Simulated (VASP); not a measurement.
Input of a VASP 6.6.1 run:

Contents of POSCAR:

```
LiF
1.0
    0.0000000000      1.9150768680      1.9150768680
    1.9150768680      0.0000000000      1.9150768680
    1.9150768680      1.9150768680      0.0000000000
Li F
1 1
Direct
    0.0000000000      0.0000000000      0.0000000000
    0.5000000000      0.5000000000      0.5000000000
```

File INCAR.step1:

```
PREC = Accurate
ENCUT = 500
EDIFF = 1E-8
ISMEAR = 0
SIGMA = 0.01
LREAL = False
LASPH = True
NELM = 60
ALGO = Normal
LWAVE = True
LCHARG = False
GGA = PE
```

The input INCAR.step2:

```
PREC = Accurate
ENCUT = 500
EDIFF = 1E-8
ISMEAR = 0
SIGMA = 0.01
LREAL = False
LASPH = True
NELM = 1
ALGO = Exact
LWAVE = True
LCHARG = False
GGA = PE
NBANDS = 62
LOPTICS = True
ISTART = 1
```

The input INCAR.step3:

```
PREC = Accurate
ENCUT = 500
EDIFF = 1E-8
ISMEAR = 0
SIGMA = 0.01
LREAL = False
LASPH = True
ALGO = EVGW0
LWAVE = False
LCHARG = False
GGA = PE
NELMGW = 1
NBANDS = 62
ENCUTGW = 150.0
NOMEGA = 96
PRECFOCK = Fast
ISTART = 1
NBANDSGW = 12
OMEGAMAX = 20
```

Contents of KPOINTS:

```
Automatic mesh
0
Gamma
  6 6 6
```

Potentials or basis: VASP PAW PBE potentials, release 64 (Li_GW, F_GW).

The run is started by

```console
$ cat potpaw_PBE.64/Li_GW/POTCAR potpaw_PBE.64/F_GW/POTCAR > POTCAR
$ cp INCAR.step1 INCAR
$ mpirun -np 1 vasp_std > vasp.out
$ cp INCAR.step2 INCAR
$ mpirun -np 1 vasp_std > vasp.out
$ cp INCAR.step3 INCAR
$ mpirun -np 1 vasp_std > vasp.out
```

(1) Estimate the quasiparticle gap.

(2) Predict the least direct quasiparticle gap.

(3) Predict the least direct gap of the starting levels on the mesh.

(4) Predict the band gap of the starting levels on the mesh.

Answers

(1) 15.03 eV.

(2) 15.03 eV.

(3) 10.53 eV.

(4) 10.53 eV.

Caveat: the k points lie up to 0.47 Å⁻¹ apart; bands, screening cutoff and mesh are small and nothing is extrapolated, so the quasiparticle values aren't converged.
